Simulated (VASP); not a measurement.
# TiH5 (P1) in VASP: notebook

TiH5 is run at these levels: PBE; tasks: relaxation of cell and atoms, single point.

Everything below comes from runs of VASP 6.6.1. Logs are shortened: lines on timing, memory, paths and dates and some standing lists are left out, and cuts for length are marked.

**1. The cell of the first run**

The typed cell holds 6 atoms: a = 3.050 Å, b = 3.051 Å, c = 5.933 Å, α = 92.25°, β = 101.03°, γ = 119.70°.

The cell was built from a structure type or drawn by symmetry, and may not be a known phase.

**2. Relaxation of cell and atoms, PBE**

Contents of INCAR:

```
PREC     = Accurate       # precision mode
ENCUT    = 600            # plane-wave cutoff, eV
EDIFF    = 1E-6           # SCF threshold, eV
ISMEAR   = 0              # smearing method
SIGMA    = 0.1            # smearing width, eV
LREAL    = F              # projectors in reciprocal space
LASPH    = T              # aspherical terms in the spheres
NELM     = 100            # most SCF steps
ALGO     = Normal         # electronic algorithm
ISIF     = 3              # what is computed and relaxed
LWAVE    = F              # write WAVECAR
LCHARG   = F              # write CHGCAR
GGA      = PE             # functional
IBRION   = 2              # ionic algorithm
NSW      = 100            # ionic steps
EDIFFG   = -0.01          # ionic threshold
```

Contents of KPOINTS:

```
Automatic mesh
0
Gamma
  12 12 6
```

Contents of POSCAR:

```
TiH5
1.0
    3.0497379512      0.0000000000      0.0000000000
   -1.5112469661      2.6500304909      0.0000000000
   -1.1349411062     -0.9148038307      5.7506770899
Ti H
1 5
Direct
    0.1542540752      0.9042995497      0.0828393073
    0.5279760507      0.5974505214      0.1595826542
    0.7392326639      0.1873127487      0.9353735705
    0.9160947932      0.3038944836      0.2636347362
    0.8877425678      0.8561416597      0.7399365251
    0.0470050593      0.7152386269      0.7391703966
```

Potentials or basis: VASP PAW PBE potentials, release 64 (Ti_sv, H).

Command:

```
$ cat potpaw_PBE.64/Ti_sv/POTCAR potpaw_PBE.64/H/POTCAR > POTCAR
$ mpirun -np 1 vasp_std > vasp.out
```

OUTCAR:

```text
PREC = Accurate
   ENCUT = 600
   EDIFF = 1E-6
   ISMEAR = 0
   LREAL = F
   LASPH = T
   NELM = 100
   ISIF = 3
   GGA = PE
   IBRION = 2
   NSW = 100
   EDIFFG = -0.01

 ion  position               nearest neighbor table
   1  0.154  0.904  0.083-   2 1.81   2 1.82   2 1.82
   2  0.528  0.597  0.160-   1 1.81   1 1.82   1 1.82
   3  0.739  0.187  0.935-
   4  0.916  0.304  0.264-
   5  0.888  0.856  0.740-   6 0.79
   6  0.047  0.715  0.739-   5 0.79

  LATTYP: Found a triclinic cell.
 ALAT       =     6.1297308259
 B/A-ratio  =     1.8989264596
 C/A-ratio  =     1.0708154742
 COS(alpha) =     0.0150638129
 COS(beta)  =     0.6565522906
 COS(gamma) =     0.7575274403

  Lattice vectors:

 A1 = (  -1.9147968450,   0.9148038307,  -5.7506770899)
 A2 = (  -7.9870287284,   6.2148648125,  -5.7506770899)
 A3 = (   2.6461880723,  -1.7352266602,  -5.7506770899)

Analysis of symmetry for initial positions (statically):
=====================================================================
 Subroutine PRICEL returns:
 Original cell was already a primitive cell.

 Routine SETGRP: Setting up the symmetry group for a
 triclinic supercell.

 Subroutine GETGRP returns: Found  1 space group operations
 (whereof  1 operations were pure point group operations)
 out of a pool of  2 trial point group operations.

The static configuration has the point symmetry C_1 .

Analysis of symmetry for dynamics (positions and initial velocities):
=====================================================================
 Subroutine PRICEL returns:
 Original cell was already a primitive cell.

 Routine SETGRP: Setting up the symmetry group for a
 triclinic supercell.

 Subroutine GETGRP returns: Found  1 space group operations
 (whereof  1 operations were pure point group operations)
 out of a pool of  2 trial point group operations.

The dynamic configuration has the point symmetry C_1 .

 Subroutine INISYM returns: Found  1 space group operations
 (whereof  1 operations are pure point group operations),
 and found     1 'primitive' translations

----------------------------------------------------------------------------------------

                                     Primitive cell

  volume of cell :      46.4764

  direct lattice vectors                    reciprocal lattice vectors
     3.049737951  0.000000000  0.000000000     0.327897025  0.186991578  0.094459212
    -1.511246966  2.650030491  0.000000000     0.000000000  0.377354149  0.060028587
    -1.134941106 -0.914803831  5.750677090     0.000000000  0.000000000  0.173892567

  length of vectors
     3.049737951  3.050660420  5.932557994     0.389107764  0.382098920  0.173892567

  position of ions in fractional coordinates (direct lattice)
     0.154254075  0.904299550  0.082839307
     0.527976051  0.597450521  0.159582654
     0.739232664  0.187312749  0.935373570
     0.916094793  0.303894484  0.263634736
     0.887742568  0.856141660  0.739936525
     0.047005059  0.715238627  0.739170397

  ion indices of the primitive-cell ions
   primitive index   ion index
                 1           1
                 2           2
                 3           3
                 4           4
                 5           5
                 6           6

----------------------------------------------------------------------------------------

 KPOINTS: Automatic mesh

Automatic generation of k-mesh.
 Grid dimensions read from file:
 generate k-points for:   12   12    6

 Generating k-lattice:

  Cartesian coordinates                     Fractional coordinates (reciprocal lattice)
     0.027324752  0.015582632  0.007871601     0.083333333 -0.000000000 -0.000000000
     0.000000000  0.031446179  0.005002382     0.000000000  0.083333333  0.000000000
     0.000000000  0.000000000  0.028982094     0.000000000  0.000000000  0.166666667

  Length of vectors
     0.032425647  0.031841577  0.028982094

  Shift w.r.t. Gamma in fractional coordinates (k-lattice)
     0.000000000  0.000000000  0.000000000

 Subroutine IBZKPT returns following result:
 ===========================================

 Found    436 irreducible k-points:

 Following reciprocal coordinates:
            Coordinates               Weight
  0.000000  0.000000  0.000000      1.000000
  0.083333 -0.000000  0.000000      2.000000
  0.166667 -0.000000  0.000000      2.000000
  0.250000 -0.000000 -0.000000      2.000000
  0.333333 -0.000000 -0.000000      2.000000
  0.416667  0.000000 -0.000000      2.000000
[... 16 lines left out ...]
  0.250000  0.166667 -0.000000      2.000000
  0.333333  0.166667 -0.000000      2.000000
 [... further k-points ...]
   k-points           NKPTS =    436   k-points in BZ     NKDIM =    436   number of bands    NBANDS=     12
   number of dos      NEDOS =    301   number of ions     NIONS =      6
   total plane-waves  NPLWV =  27648
   dimension x,y,z NGX =    24 NGY =   24 NGZ =   48
   dimension x,y,z NGXF=    48 NGYF=   48 NGZF=   96
   ions per type =               1   5
   NGX,Y,Z   is equivalent  to a cutoff of  13.08, 13.08, 13.45 a.u.
   NGXF,Y,Z  is equivalent  to a cutoff of  26.17, 26.16, 26.90 a.u.
 SYSTEM =  unknown system
   PREC   = accura    normal or accurate (medium, high low for compatibility)
   ISTART =      0    job   : 0-new  1-cont  2-samecut
   ICHARG =      2    charge: 1-file 2-atom 10-const
   ISPIN  =      1    spin polarized calculation?
   LNONCOLLINEAR =      F non collinear calculations
   LSORBIT =      F    spin-orbit coupling
   LASPH  =      T    aspherical Exc in radial PAW
   ENCUT  =  600.0 eV  44.10 Ry    6.64 a.u.   6.09  6.09 11.85*2*pi/ulx,y,z
   NELM   =    100;   NELMIN=  2; NELMDL= -5     # of ELM steps
   EDIFF  = 0.1E-05   stopping-criterion for ELM
   LREAL  =      F    real-space projection
   EDIFFG = -.1E-01   stopping-criterion for IOM
   NSW    =    100    number of steps for IOM
   IBRION =      2    ionic relax: 0-MD 1-quasi-New 2-CG
   NFREE  =      1    steps in history (QN), initial steepest desc. (CG)
   ISIF   =      3    stress and relaxation
   ISYM   =      2    0-nonsym 1-usesym 2-fastsym
   POTIM  = 0.5000    time-step for ionic-motion
   TEBEG  =    0.0;   TEEND  =   0.0 temperature during run
   PSTRESS=    0.0 pullay stress
   NELECT =      17.0000    total number of electrons
   NUPDOWN=      -1.0000    fix difference up-down
   EMIN   =  10.00;   EMAX   =-10.00  energy-range for DOS
   EFERMI =   0.00;   METHOD = LEGACY
   ISMEAR =     0;   SIGMA  =   0.10  broadening in eV -4-tet -1-fermi 0-gaus
   EFERMI_NEDOS =   21; number of points for ismear=-14 and -15
   IALGO  =     38    algorithm
   IMIX   =      4    mixing-type and parameters
     AMIX     =   0.40;   BMIX     =  1.00
     AMIX_MAG =   1.60;   BMIX_MAG =  1.00
  volume/ion in A,a.u.               =       7.75        52.27
  Fermi-wavevector in a.u.,A,eV,Ry     =   1.170794  2.212479 18.650291  1.370758
  Thomas-Fermi vector in A             =   2.307247
   LORBIT       =      0    0 simple, 1 ext, 2 COOP (PROOUT), +10 PAW based schemes
   GGA     = PE    functional components
   LHFCALC =     F    Hartree Fock is set to
   AEXX    =    0.0000 exact exchange contribution
   IVDW    =     0    specifies the selected vdW correction
   LEPSILON=     F    determine dielectric tensor
   LRPA    =     F    only Hartree local field effects (RPA)
 conjugate gradient relaxation of ions
 non-spin polarized calculation
 Gauss-broadening in eV      SIGMA  =   0.10
  energy-cutoff  :      600.00
  volume of cell :       46.48
 maximum number of plane-waves:      1573
   NGX = 13   NGY = 13   NGZ = 23

--------------------------------------- Ionic step        1  -------------------------------------------

 number of electron      17.0000001 magnetization

 Free energy of the ion-electron system (eV)
  ---------------------------------------------------
  ext. energy  EPLUGINS =         0.00000000
  ---------------------------------------------------
  free energy    TOTEN  =       -24.92655653 eV

  energy without entropy =      -24.91333725  energy(sigma->0) =      -24.91994689

------------------------ aborting loop because EDIFF is reached ----------------------------------------

  FORCE on cell =-STRESS in cart. coord.  units (eV):
  Direction    XX          YY          ZZ          XY          YZ          ZX
  --------------------------------------------------------------------------------------
  -------------------------------------------------------------------------------------
  Total        0.1786670      0.1050354     -0.1160405     -0.0659250     -0.0032326      0.0112118
  in kB        6.1591735      3.6208794     -4.0002546     -2.2726278     -0.1114372      0.3865052
  external PRESSURE =       1.9265995 kB  Pullay stress =       0.0000000 kB
[... 101 lines left out ...]
  FREE ENERGIE OF THE ION-ELECTRON SYSTEM (eV)
  ---------------------------------------------------
  free  energy   TOTEN  =       -24.9275029097 eV

  energy  without entropy=      -24.9151365145  energy(sigma->0) =      -24.92131971

[... ionic steps 4 to 19 ...]

--------------------------------------- Ionic step       20  -------------------------------------------

 number of electron      16.9999999 magnetization

------------------------ aborting loop because EDIFF is reached ----------------------------------------

  FORCE on cell =-STRESS in cart. coord.  units (eV):
  Direction    XX          YY          ZZ          XY          YZ          ZX
  --------------------------------------------------------------------------------------
  -------------------------------------------------------------------------------------
  Total       -0.0155757     -0.0197189      0.0222999     -0.0068022     -0.0029512      0.0029332
  in kB       -0.5371017     -0.6799698      0.7689738     -0.2345607     -0.1017682      0.1011458
  external PRESSURE =      -0.1493659 kB  Pullay stress =       0.0000000 kB
[... 65 lines left out ...]
  energy  without entropy=      -24.9182114149  energy(sigma->0) =      -24.92368382

--------------------------------------- Ionic step       22  -------------------------------------------

 number of electron      16.9999999 magnetization

 Free energy of the ion-electron system (eV)
  ---------------------------------------------------
  ext. energy  EPLUGINS =         0.00000000
  ---------------------------------------------------
  free energy    TOTEN  =       -24.92916886 eV

  energy without entropy =      -24.91820744  energy(sigma->0) =      -24.92368815

 E-fermi :   3.4556     XC(G=0):  -8.7732

 val. band max:        3.4530650285   @ k =  -0.3333  -0.0833   0.3333
 cond. band min:       3.4573164690   @ k =   0.0833   0.5000   0.5000
 fundamental gap:      0.0042514405
 Fermi energy:         3.4556377262

 k-point     1 :       0.0000    0.0000    0.0000
  band No.  band energies     occupation
      1     -54.2522      2.00000
      2     -30.6847      2.00000
      3     -30.2902      2.00000
      4     -30.2855      2.00000
      5      -7.8318      2.00000
      6      -5.3840      2.00000
      7      -0.3508      2.00000
      8       3.0442      2.00000
      9       3.0696      2.00000
     10       3.7684      0.00001
     11       4.4140      0.00000
     12       4.5501      0.00000
[... 331 lines left out ...]
 k-point    24 :       0.3333    0.1667   -0.0000
  band No.  band energies     occupation
      1     -54.2027      2.00000
      2     -30.6284      2.00000
      3     -30.6179      2.00000
      4     -30.4173      2.00000
      5      -5.4169      2.00000
      6      -3.0986      2.00000
      7      -2.0977      2.00000
      8      -0.6226      2.00000
      9       2.9071      2.00000
     10       4.4612      0.00000
     11       5.5133      0.00000
     12       6.5224      0.00000

 [... further k-points ...]

------------------------ aborting loop because EDIFF is reached ----------------------------------------

  FORCE on cell =-STRESS in cart. coord.  units (eV):
  Direction    XX          YY          ZZ          XY          YZ          ZX
  --------------------------------------------------------------------------------------
  -------------------------------------------------------------------------------------
  Total       -0.0142961     -0.0151564      0.0140478     -0.0035496     -0.0027719      0.0025750
  in kB       -0.4930204     -0.5226867      0.4844557     -0.1224117     -0.0955925      0.0888029
  external PRESSURE =      -0.1770838 kB  Pullay stress =       0.0000000 kB
[... 21 lines left out ...]
  FREE ENERGIE OF THE ION-ELECTRON SYSTEM (eV)
  ---------------------------------------------------
  free  energy   TOTEN  =       -24.9291688577 eV

  energy  without entropy=      -24.9182074439  energy(sigma->0) =      -24.92368815

 reached required accuracy - stopping structural energy minimisation
```

It took 22 min on 1 thread of AMD EPYC 9R45 (Zen 5), shared host; peak memory 0.42 GiB.

What came out:

| Property | Result |
| --- | --- |
| Free energy | -24.9292 eV |
| Relaxed volume | 7.74 Å³/atom |
| Relaxed cell | a = 3.070 Å, b = 3.068 Å, c = 5.884 Å, α = 92.23°, β = 101.06°, γ = 120.10° |
| Space group after relaxing (to 0.1 Å) | P1 (No. 1) |
| Energy gained by relaxing | 0.4 meV/atom |
| Ionic steps | 22 |
| Pressure after relaxing | 0.0 GPa |
| Largest force after relaxing | 0.010 eV/Å |
| Band gap on the k mesh | zero (an odd number of electrons rules out a gap without spin polarisation) |

Forces in eV/Å, atoms in the order of the input:
```
Ti  -0.003  0.001  0.003
H    0.005 -0.002 -0.008
H    0.002 -0.001  0.007
H   -0.002  0.001 -0.001
H    0.004  0.000  0.001
H   -0.006  0.002 -0.002
```

The path:
```
step  energy change (eV)  largest force (eV/Å)  pressure (GPa)  volume (Å³)
   1              0.0000                0.0610            0.19        46.48
   2             -0.0007                0.0522            0.00        46.54
   3             -0.0009                0.1326           -0.29        46.63
   4             -0.0012                0.1042           -0.29        46.64
   5             -0.0015                0.0583           -0.30        46.66
   6             -0.0016                0.0488           -0.28        46.64
   7             -0.0019                0.0552           -0.06        46.56
   8             -0.0019                0.0697           -0.03        46.53
   9             -0.0021                0.0364            0.01        46.50
  10             -0.0021                0.0240            0.02        46.47
  11             -0.0022                0.0228            0.01        46.46
  12             -0.0023                0.0186            0.03        46.45
  13             -0.0025                0.0139            0.05        46.42
  14             -0.0023                0.0395            0.08        46.35
  15             -0.0025                0.0194            0.08        46.40
  16             -0.0026                0.0155            0.09        46.43
  17             -0.0026                0.0235            0.05        46.44
  18             -0.0026                0.0138           -0.04        46.48
  19             -0.0026                0.0122           -0.05        46.47
  20             -0.0026                0.0119           -0.01        46.46
  21             -0.0026                0.0120           -0.04        46.46
  22             -0.0026                0.0098           -0.02        46.46
```

Final structure:
```
Ti H
1.0
     3.06972   -0.01012    0.00198
    -1.52994    2.65968   -0.00151
    -1.13561   -0.91378    5.70057
Ti H
1 5
Direct
  0.15322 0.90302 0.08119
  0.52639 0.59749 0.15673
  0.74084 0.18565 0.93465
  0.91534 0.30373 0.26274
  0.88965 0.85852 0.74363
  0.04688 0.71593 0.74159
```

Levels at points of the mesh, in eV from the Fermi level:
```csv
k point,band 6,band 7,band 8,band 9,band 10,band 11
"(0.00, 0.00, 0.00)",-8.84,-3.81,-0.41,-0.39,0.31,0.96
"(0.50, 0.00, 0.00)",-6.22,-6.04,-4.36,0.41,0.74,2.05
"(0.00, 0.50, 0.00)",-6.23,-6.08,-4.19,0.36,0.73,2.05
"(0.50, 0.50, 0.00)",-6.39,-6.07,-4.47,0.54,0.68,2.05
"(0.00, 0.00, 0.50)",-9.26,-3.22,-0.46,-0.40,-0.39,0.96
"(0.50, 0.00, 0.50)",-6.25,-6.07,-4.23,0.36,0.65,2.05
"(0.00, 0.50, 0.50)",-6.22,-6.04,-4.35,0.40,0.67,2.05
"(0.50, 0.50, 0.50)",-6.37,-6.05,-4.67,0.55,0.58,2.05
```

[end of part 1 of 2]
